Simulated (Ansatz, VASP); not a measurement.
# Au in VASP and in Ansatz

INCAR

```
SYSTEM = Au
PREC = Accurate
ENCUT = 520
EDIFF = 1E-8
ISMEAR = 0
SIGMA = 0.1
LREAL = .FALSE.
LASPH = .TRUE.
NELM = 60
ALGO = Normal
ISIF = 2
LWAVE = .FALSE.
LCHARG = .FALSE.
GGA = PS
LEFG = .TRUE.
NBANDS = 12
```

File KPOINTS:

```
Automatic mesh
0
G
  18 18 18
  0 0 0
```

Contents of POSCAR:

```
Au
1.0
    0.0000000000      2.0390000000      2.0390000000
    2.0390000000      0.0000000000      2.0390000000
    2.0390000000      2.0390000000      0.0000000000
Au
1
Direct
    0.0000000000      0.0000000000      0.0000000000
```

Input for Ansatz:

```yaml
crystal:
  lattice:
    - [0.0, 2.039, 2.039]
    - [2.039, 0.0, 2.039]
    - [2.039, 2.039, 0.0]
  atoms:
    - { symbol: Au, position: [0.0, 0.0, 0.0] }
scf:
  occupations: { method: gaussian, width: 0.1 }
output:
  forces: true
  stress: true
  eigenvalues: true
  efg: {}
  bader: true
  write_density: true
  write_potential: true
  elf: true
  volumetric_format: npy
kpoints:
  mp_grid: { grid: [18, 18, 18] }
hamiltonian:
  xc: pbesol
```

Alike in both runs: task electric field gradients; functional PBEsol; k mesh 18 × 18 × 18; occupations gaussian, width 0.1 eV; no spin polarisation.

|  | VASP | Ansatz |
| --- | --- | --- |
| version | VASP 6.6.1 | Ansatz 0.2.0 |
| potentials or method | VASP PAW PBE potentials, release 64 (Au) | scalar-relativistic, plane waves, PAW |
| plane-wave cutoff (eV) | 520 | 420 |
| valence electrons in the cell | 11 | 19 |

VASP gave:

* gap on the k mesh at the Fermi level (eV): none
* pressure (GPa): 0.4

Problem. What did Ansatz give for the same quantities?

Solution. gap on the k mesh at the Fermi level (eV): none; pressure (GPa): 0.7.

VASP's potentials were made for PBE, not for PBEsol. A gap of «none» marks a metal or a gap that the smearing closes. VASP's potentials hold 11 valence electrons a cell and Ansatz's 19, so a difference there can come from the potentials and not from the codes.

Spin-orbit coupling is off throughout.
